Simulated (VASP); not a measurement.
SrTiO3: single point with PBE

The system is SrTiO3.

```
Sr Ti O
1.0
     3.78785    0.00000    0.00000
     0.00000    3.78785    0.00000
     0.00000    0.00000    3.90500
Sr Ti O
1 1 3
Direct
  0.00000 0.00000 0.00000
  0.50000 0.50000 0.50000
  0.00000 0.50000 0.50000
  0.50000 0.00000 0.50000
  0.50000 0.50000 0.00000
```

This cell differs from its parent crystal: equal xx and yy strain of -3 %.

| Quantity | Value |
| --- | --- |
| Program | VASP 6.6.1 |
| Task | single point |
| Functional | PBE |
| Potentials or basis | VASP PAW PBE potentials, release 64 (Sr_sv, Ti_sv, O) |
| Cutoff | 600 eV |
| k mesh | 7 × 7 × 7 |
| Occupations | fermi-dirac, width 0.05 eV |
| Spin | no spin polarisation |

```
Pressure               : 18.3 GPa
Band gap on the k mesh : 2.01 eV, indirect (least direct gap 2.25 eV)
```

Stress tensor (GPa, compression positive):
```
21.41  0.00  0.00
 0.00 21.41  0.00
 0.00  0.00 12.10
```

Levels at points of the mesh, in eV from the valence-band top:
| k point | band 18 | band 19 | band 20 | band 21 | band 22 | band 23 |
| --- | --- | --- | --- | --- | --- | --- |
| (0.00, 0.00, 0.00) | -0.28 | -0.24 | -0.24 | 2.01 | 2.01 | 2.07 |

Wall time 76 s on 1 thread of AMD EPYC 7R43 64-Core Processor (Zen 3), with other jobs on the host, peak memory 0.18 GiB.

Caveat: the cell differs from its parent crystal (equal xx and yy strain of -3 %). A k mesh can miss the band edges.
